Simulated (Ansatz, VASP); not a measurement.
## One calculation of Ge4Pd, two programs

```
Ge Pd
1.0
     3.09257    0.00000    0.00000
    -1.54628    2.67824    0.00000
     0.00000    0.00000    9.94409
Ge Pd
4 1
Direct
  0.33333 0.66667 0.86586
  0.33333 0.66667 0.37680
  0.66667 0.33333 0.13414
  0.66667 0.33333 0.62320
  0.00000 0.00000 0.00000
```

Change from the starting cell: species swapped into the Co4H type (P-3m1, No. 164).

Alike in both runs: task relaxation of cell and atoms; functional PBE; k mesh 6 × 6 × 2; occupations gaussian, width 0.1 eV; no spin polarisation.

|  | VASP | Ansatz |
| --- | --- | --- |
| version | VASP 6.6.1 | Ansatz 0.2.0 |
| potentials or method | VASP PAW PBE potentials, release 64 (Ge_d, Pd), cutoff 600 eV | scalar-relativistic, plane waves, PAW |
| valence electrons in the cell | 66 | 74 |

Ansatz gave:

```
gap on the k mesh at the Fermi level, each at its own relaxed structure (eV) : none
relaxed volume (Å³/atom)                                                     : 18.28
relaxed cell length with the largest relative difference (Å)                 : 9.805
```

Task: What did VASP give for the same quantities?

Result: gap on the k mesh at the Fermi level, each at its own relaxed structure (eV): none; relaxed volume (Å³/atom): 18.17; relaxed cell length with the largest relative difference (Å): 9.934.

A gap of «none» marks a metal or a gap that the smearing closes. VASP's potentials hold 66 valence electrons a cell and Ansatz's 74, so a difference there can come from the potentials and not from the codes.

The k mesh is coarse, so the values compare programs but aren't converged.
